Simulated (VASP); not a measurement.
# Si3B4 in VASP: notebook, part 3 of 3

VASP 6.6.1.

## Step 4: Relaxation of cell and atoms, PBE

This run uses another cell than the first one, of 10.61 Å³/atom, 0.822 times its volume.

INCAR

```
PREC     = Accurate       # precision mode
ENCUT    = 600            # plane-wave cutoff, eV
EDIFF    = 1E-7           # SCF threshold, eV
ISMEAR   = 0              # smearing method
SIGMA    = 0.2            # smearing width, eV
LREAL    = False          # projectors in reciprocal space
LASPH    = True           # aspherical terms in the spheres
NELM     = 80             # most SCF steps
ALGO     = Normal         # electronic algorithm
ISIF     = 3              # what is computed and relaxed
LWAVE    = False          # write WAVECAR
LCHARG   = False          # write CHGCAR
GGA      = PE             # functional
IBRION   = 2              # ionic algorithm
NSW      = 36             # ionic steps
EDIFFG   = -0.08          # ionic threshold
```

KPOINTS

```
Automatic mesh
0
Gamma
  3 3 5
```

POSCAR

```
Si3B4
1.0
    7.6500000000      0.0000000000      0.0000000000
   -3.8250000000      6.6250943400      0.0000000000
    0.0000000000      0.0000000000      2.9300000000
Si B
6 8
Direct
    0.7690000000      0.5950000000      0.7500000000
    0.8260000000      0.2310000000      0.7500000000
    0.5950000000      0.8260000000      0.2500000000
    0.2310000000      0.4050000000      0.2500000000
    0.1740000000      0.7690000000      0.2500000000
    0.4050000000      0.1740000000      0.7500000000
    0.7010000000      0.6700000000      0.2500000000
    0.9690000000      0.2990000000      0.2500000000
    0.6700000000      0.9690000000      0.7500000000
    0.2990000000      0.3300000000      0.7500000000
    0.0310000000      0.7010000000      0.7500000000
    0.3300000000      0.0310000000      0.2500000000
    0.3333333300      0.6666666700      0.2500000000
    0.6666666700      0.3333333300      0.7500000000
```

Potentials or basis: VASP PAW PBE potentials, release 64 (Si, B).

The run is started by

```
$ cat potpaw_PBE.64/Si/POTCAR potpaw_PBE.64/B/POTCAR > POTCAR
$ mpirun -np 1 vasp_std > vasp.out
```

OUTCAR:

```text
PREC = Accurate
   ENCUT = 600
   EDIFF = 1E-7
   ISMEAR = 0
   LREAL = False
   LASPH = True
   NELM = 80
   ISIF = 3
   GGA = PE
   IBRION = 2
   NSW = 36
   EDIFFG = -0.08

 ion  position               nearest neighbor table
   1  0.769  0.595  0.750-   7 1.74   7 1.74  11 1.75  14 1.75   2 3.03   6 3.03   5 3.06   5 3.06
                             3 3.06   3 3.06
   2  0.826  0.231  0.750-   8 1.74   8 1.74   9 1.75  14 1.75   6 3.03   1 3.03   4 3.06   4 3.06
                             3 3.06   3 3.06
   3  0.595  0.826  0.250-   9 1.74   9 1.74   7 1.75  13 1.75   5 3.03   4 3.03   1 3.06   1 3.06
                             2 3.06   2 3.06
   4  0.231  0.405  0.250-  10 1.74  10 1.74   8 1.75  13 1.75   5 3.03   3 3.03   2 3.06   2 3.06
                             6 3.06   6 3.06
   5  0.174  0.769  0.250-  11 1.74  11 1.74  12 1.75  13 1.75   3 3.03   4 3.03   1 3.06   1 3.06
                             6 3.06   6 3.06
   6  0.405  0.174  0.750-  12 1.74  12 1.74  10 1.75  14 1.75   2 3.03   1 3.03   4 3.06   4 3.06
                             5 3.06   5 3.06
[... 201 lines left out ...]
  ext. energy  EPLUGINS =         0.00000000
  ---------------------------------------------------
  free energy    TOTEN  =       -59.02892797 eV

  energy without entropy =      -58.91495621  energy(sigma->0) =      -58.97194209

 E-fermi :   6.8033     XC(G=0): -10.7181

 val. band max:        6.7491108994   @ k =   0.3333   0.0000   0.2000
 cond. band min:       6.8078516246   @ k =   0.3333   0.0000   0.0000
 fundamental gap:      0.0587407252
 Fermi energy:         6.8033423673
[... 1018 lines left out ...]
--------------------------------------- Ionic step        9  -------------------------------------------

 number of electron      48.0000004 magnetization

 Free energy of the ion-electron system (eV)
  ---------------------------------------------------
  ext. energy  EPLUGINS =         0.00000000
  ---------------------------------------------------
  free energy    TOTEN  =       -75.04181096 eV

  energy without entropy =      -74.95225943  energy(sigma->0) =      -74.99703519

 E-fermi :   3.3583     XC(G=0):  -9.0434

 val. band max:        3.3208997221   @ k =   0.3333   0.3333   0.2000
 cond. band min:       3.3820491928   @ k =   0.3333   0.0000   0.4000
 fundamental gap:      0.0611494706
 Fermi energy:         3.3582911596
[... 354 lines left out ...]
  FREE ENERGIE OF THE ION-ELECTRON SYSTEM (eV)
  ---------------------------------------------------
  free  energy   TOTEN  =       -75.0418109643 eV

  energy  without entropy=      -74.9522594255  energy(sigma->0) =      -74.99703519

 reached required accuracy - stopping structural energy minimisation
```

OSZICAR:

```text
N       E                     dE             d eps       ncg     rms          rms(c)
DAV:   1     0.181540352883E+03    0.18154E+03   -0.23052E+04   576   0.149E+03
DAV:   2    -0.557613380254E+02   -0.23730E+03   -0.22162E+03   776   0.238E+02
DAV:   3    -0.683172702101E+02   -0.12556E+02   -0.11701E+02   712   0.510E+01
[... 100 lines left out ...]
DAV:   4    -0.750418035456E+02    0.69542E-04   -0.22989E-04   672   0.627E-02    0.189E-02
DAV:   5    -0.750418066885E+02   -0.31429E-05   -0.17022E-05   648   0.203E-02    0.119E-02
DAV:   6    -0.750418098931E+02   -0.32047E-05   -0.34777E-06   696   0.898E-03    0.441E-03
DAV:   7    -0.750418109693E+02   -0.10762E-05   -0.80195E-07   624   0.455E-03    0.204E-03
DAV:   8    -0.750418109643E+02    0.49736E-08   -0.10212E-07   432   0.160E-03
   9 F= -.75041811E+02 E0= -.74997035E+02  d E =-.628463E-02
```

CONTCAR:

```text
Si3B4
   1.00000000000000
     8.6775305994289234   -0.0000047982446330   -0.0000000000000000
    -4.3387611443127154    7.5149643418088719   -0.0000000000000000
    -0.0000000000000000    0.0000000000000000    3.4673826376370758
  Si              B
     6     8
Direct
     0.7648274131030677    0.5994194977666427    0.7500000000000000
[... 17 lines left out ...]
  0.00000000E+00  0.00000000E+00  0.00000000E+00
  0.00000000E+00  0.00000000E+00  0.00000000E+00
  0.00000000E+00  0.00000000E+00  0.00000000E+00
  0.00000000E+00  0.00000000E+00  0.00000000E+00
  0.00000000E+00  0.00000000E+00  0.00000000E+00
  0.00000000E+00  0.00000000E+00  0.00000000E+00
  0.00000000E+00  0.00000000E+00  0.00000000E+00
  0.00000000E+00  0.00000000E+00  0.00000000E+00
  0.00000000E+00  0.00000000E+00  0.00000000E+00
  0.00000000E+00  0.00000000E+00  0.00000000E+00
  0.00000000E+00  0.00000000E+00  0.00000000E+00
```

Run time: 6.6 min. Hardware: 1 thread of Intel Xeon Platinum 8259CL at 2.50GHz (Skylake/Cascade Lake), shared host; peak memory 0.32 GiB.

Results:

```
Free energy                            : -75.0418 eV
Relaxed volume                         : 16.15 Å³/atom
Relaxed cell                           : a = 8.678 Å, b = 8.678 Å, c = 3.467 Å, α = 90.00°, β = 90.00°, γ = 120.00°
Space group after relaxing (to 0.05 Å) : P6_3/m (No. 176)
Energy gained by relaxing              : 1143.8 meV/atom
Ionic steps                            : 9
Pressure after relaxing                : 0.0 GPa
Largest force after relaxing           : 0.065 eV/Å
Band gap on the k mesh                 : zero (band 24 reaches 3.61 eV, above the bottom of band 25 at 3.16 eV)
```

Forces on the atoms (eV/Å):
```
Si  -0.025  0.060  0.000
Si   0.064 -0.008  0.000
Si   0.039  0.051  0.000
Si   0.025 -0.060  0.000
Si  -0.064  0.008  0.000
Si  -0.039 -0.051  0.000
B   -0.011  0.046  0.000
B    0.045 -0.014  0.000
B    0.034  0.032  0.000
B    0.011 -0.046  0.000
B   -0.045  0.014  0.000
B   -0.034 -0.032  0.000
B    0.000  0.000  0.000
B    0.000  0.000  0.000
```

The path:
```
step  energy change (eV)  largest force (eV/Å)  pressure (GPa)  volume (Å³)
   1              0.0000                0.8251           89.26       148.50
   2             -9.9633                0.4102          -16.48       315.08
   3            -15.9238                0.3724           -0.51       228.61
   4            -15.9251                0.3672            0.26       226.78
   5            -15.9677                0.1385            0.13       226.90
   6            -15.9707                0.1655            0.10       226.94
   7            -16.0006                0.1168           -0.24       227.25
   8            -16.0066                0.1274           -0.47       227.44
   9            -16.0129                0.0645            0.04       226.11
```

Final structure:
```
Si B
1.0
     8.67753    0.00000    0.00000
    -4.33876    7.51496    0.00000
     0.00000    0.00000    3.46738
Si B
6 8
Direct
  0.76483 0.59942 0.75000
  0.83459 0.23517 0.75000
  0.59942 0.83459 0.25000
  0.23517 0.40058 0.25000
  0.16541 0.76483 0.25000
  0.40058 0.16541 0.75000
  0.70389 0.67176 0.25000
  0.96787 0.29611 0.25000
  0.67176 0.96787 0.75000
  0.29611 0.32824 0.75000
  0.03213 0.70389 0.75000
  0.32824 0.03213 0.25000
  0.33333 0.66667 0.25000
  0.66667 0.33333 0.75000
```

Levels at points of the mesh, in eV from the Fermi level:
```csv
k point,band 20,band 21,band 22,band 23,band 24,band 25,band 26,band 27,band 28,band 29
"(0.00, 0.00, 0.00)",-0.86,-0.86,-0.56,-0.56,-0.11,0.56,2.08,2.08,2.09,2.09
```

Caveat: the k points lie up to 0.36 Å⁻¹ apart in the final cell; the volume moved by over 15 % at a fixed basis, so the end points are rough; the relaxation stopped at a loose force limit of 0.08 eV/Å, so its end isn't a converged minimum.

## Step 5: Single point, PBE (volume scaled by 0.94, then relaxed in part)

INCAR

```
ALGO = Normal ; EDIFF = 1E-7
ENCUT = 520 ; GGA = PE
ISIF = 2 ; ISMEAR = 0
LASPH = T ; LCHARG = F
LREAL = F ; LWAVE = F
NBANDS = 37 ; NELM = 60
PREC = Accurate ; SIGMA = 0.1
```

KPOINTS

```
k-points
0
Gamma
  6 6 10
```

POSCAR

```
Si3B4
1.0
    7.6469751607      0.0000000000      0.0000000000
   -3.8234875804      6.6224747513      0.0000000000
    0.0000000000      0.0000000000      3.3516406656
Si B
6 8
Direct
    0.6541921286      0.6196287662      0.7500000000
    0.9654366376      0.3458078714      0.7500000000
    0.6196287662      0.9654366376      0.2500000000
    0.3458078714      0.3803712338      0.2500000000
    0.0345633624      0.6541921286      0.2500000000
    0.3803712338      0.0345633624      0.7500000000
    0.5732410406      0.6933862734      0.2500000000
    0.1201452329      0.4267589594      0.2500000000
    0.6933862734      0.1201452329      0.7500000000
    0.4267589594      0.3066137266      0.7500000000
    0.8798547671      0.5732410406      0.7500000000
    0.3066137266      0.8798547671      0.2500000000
    0.3333333333      0.6666666667      0.2500000000
    0.6666666667      0.3333333333      0.7500000000
```

The run is started by

```
$ cat potpaw_PBE.64/Si/POTCAR potpaw_PBE.64/B/POTCAR > POTCAR
$ mpirun -np 1 vasp_std > vasp.out
```

It took 6.5 min on 1 thread of Intel Xeon Platinum 8259CL at 2.50GHz (Skylake/Cascade Lake), shared host; peak memory 0.43 GiB.

The run converged. Its results:

- Free energy: -81.6285 eV
- Pressure: 8.5 GPa
- Largest force: 0.009 eV/Å
- Band gap on the k mesh: zero (band 24 reaches 6.40 eV, above the bottom of band 25 at 5.88 eV)

Forces in eV/Å, atoms in the order of the input:
```
Si   0.001 -0.009  0.000
Si  -0.008  0.004  0.000
Si  -0.007 -0.005  0.000
Si  -0.001  0.009  0.000
Si   0.008 -0.004  0.000
Si   0.007  0.005  0.000
B    0.003  0.000  0.000
B   -0.002 -0.003  0.000
B    0.001 -0.003  0.000
B   -0.003  0.000  0.000
B    0.002  0.003  0.000
B   -0.001  0.003  0.000
B    0.000  0.000  0.000
B    0.000  0.000  0.000
```

Levels at points of the mesh, in eV from the Fermi level:
| k point | band 22 | band 23 | band 24 | band 25 | band 26 | band 27 |
| --- | --- | --- | --- | --- | --- | --- |
| (0.00, 0.00, 0.00) | -0.88 | 0.17 | 0.17 | 0.94 | 2.75 | 2.75 |
| (0.50, 0.00, 0.00) | -0.28 | -0.27 | 0.10 | 1.36 | 1.79 | 2.05 |
| (0.00, 0.00, 0.50) | -2.02 | -2.02 | -2.02 | -0.29 | -0.29 | 2.75 |
| (0.50, 0.00, 0.50) | -1.74 | -1.26 | -1.26 | 0.24 | 0.24 | 2.60 |

Caveat: the cell differs from its parent crystal (volume scaled by 0.94, then relaxed in part).

## Step 6: Overview

| task | cell | k mesh | cutoff (eV) | smearing | gap on the mesh (eV) | pressure (GPa) | largest force (eV/Å) |
| --- | --- | --- | --- | --- | --- | --- | --- |
| single point | a = 3.411, b = 7.819, c = 7.819 Å, angles 120.0, 90.0, 90.0°, 14 atoms | 6 × 3 × 3 | 520 | gaussian 0.2 eV | none | 0.0 | 0.07 |
| single point | a = 3.411, b = 7.820, c = 7.811 Å, angles 120.0, 90.0, 90.0°, 14 atoms | 6 × 3 × 3 | 520 | gaussian 0.2 eV | none | 0.0 | 0.02 |
| relaxation of cell and atoms | relaxed from a = 7.650, b = 7.650, c = 2.930 Å, angles 90.0, 90.0, 120.0°, 14 atoms | 3 × 3 × 5 | 600 | gaussian 0.2 eV | none | 0.0 | 0.06 |
| single point | a = 7.647, b = 7.647, c = 3.352 Å, angles 90.0, 90.0, 120.0°, 14 atoms | 6 × 6 × 10 | 520 | gaussian 0.1 eV | none | 8.5 | 0.01 |

Alike in all rows: level PBE; potentials or basis VASP PAW PBE potentials, release 64 (Si, B); no spin polarisation.

Caveats: some runs use coarse meshes; the volume moved by over 15 % at a fixed basis, so the end points are rough (some runs); the relaxation stopped at a loose force limit of 0.08 eV/Å, so its end isn't a converged minimum (some runs).

Absolute energies hang on the potentials; compare differences alone.
